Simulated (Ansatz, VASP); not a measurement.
**One calculation of ZnS, two programs**

```
Zn S
1.0
     0.00000    2.72700    2.72700
     2.72700    0.00000    2.72700
     2.72700    2.72700    0.00000
Zn S
1 1
Cartesian
  0.0000 0.0000 0.0000
  4.0905 4.0905 4.0905
```

Change from the starting cell: volume scaled by 1.025.

Alike in both runs: task single point; functional PBE; k mesh 8 × 8 × 8; occupations fermi-dirac, width 0.01 eV; no spin polarisation.

```csv
,VASP,Ansatz
version,VASP 6.6.1,Ansatz 0.2.0
potentials or method,"VASP PAW PBE potentials, release 64 (Zn, S), cutoff 500 eV","all-electron LAPW, scalar-relativistic"
```

|  | VASP | Ansatz | Ansatz less VASP |
| --- | --- | --- | --- |
| gap on the k mesh at the Fermi level (eV) | 1.99 | 1.99 | 0.000 |
| pressure (GPa) | -0.3 | -0.4 | -0.12 |

Ansatz ran all-electron here, and VASP with PAW potentials.
